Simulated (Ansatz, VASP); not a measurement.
Ir: VASP beside Ansatz

File INCAR:

```
SYSTEM = Ir
PREC     = Accurate       ! precision mode
ENCUT    = 520            ! plane-wave cutoff, eV
EDIFF    = 1E-6           ! SCF threshold, eV
ISMEAR   = 0              ! smearing method
SIGMA    = 0.15           ! smearing width, eV
LREAL    = .FALSE.        ! projectors in reciprocal space
LASPH    = .TRUE.         ! aspherical terms in the spheres
NELM     = 80             ! most SCF steps
ALGO     = Fast           ! electronic algorithm
ISIF     = 2              ! what is computed and relaxed
LWAVE    = .FALSE.        ! write WAVECAR
LCHARG   = .TRUE.         ! write CHGCAR
GGA      = PE             ! functional
LELF     = .TRUE.         ! ELF
LVHAR    = .TRUE.       
NBANDS   = 10             ! bands
```

The input KPOINTS:

```
Automatic mesh
0
G
  22 22 22
  0 0 0
```

POSCAR

```
Ir
1.0
    0.0000000000      1.9197000000      2.0348820000
    1.9197000000      0.0000000000      2.0348820000
    1.9197000000      1.9197000000      0.0000000000
Ir
1
Direct
    0.0000000000      0.0000000000      0.0000000000
```

Input for Ansatz:

```yaml
crystal:
  lattice:
    - [0.0, 1.9197, 2.034882]
    - [1.9197, 0.0, 2.034882]
    - [1.9197, 1.9197, 0.0]
  atoms:
    - { symbol: Ir, position: [0.0, 0.0, 0.0] }
basis:
  ecutwfc: 420
kpoints:
  mp_grid: { grid: [22, 22, 22] }
hamiltonian:
  xc: pbe
scf:
  occupations: { method: gaussian, width: 0.15 }
output:
  forces: true
  stress: true
  eigenvalues: true
```

Change from the starting cell: strain +0.0600 x Voigt [0, 0, 1, 0, 0, 0], atoms carried along.

Alike in both runs: task single point; functional PBE; k mesh 22 × 22 × 22; occupations gaussian, width 0.15 eV; no spin polarisation.

```csv
,VASP,Ansatz
version,VASP 6.6.1,Ansatz 0.2.0
potentials or method,"VASP PAW PBE potentials, release 64 (Ir), cutoff 520 eV","scalar-relativistic, plane waves, PAW"
valence electrons in the cell,9,17
```

|  | VASP | Ansatz | Ansatz less VASP |
| --- | --- | --- | --- |
| gap on the k mesh at the Fermi level (eV) | none | none | - |
| pressure (GPa) | -9.7 | -10.0 | -0.27 |
| traceless stress, the component that is largest in VASP (GPa) | -12.52 | -12.61 | -0.086 |

A gap of «none» marks a metal or a gap that the smearing closes. VASP's potentials hold 9 valence electrons a cell and Ansatz's 17, so a difference there can come from the potentials and not from the codes.

Neither program's run includes spin-orbit coupling.
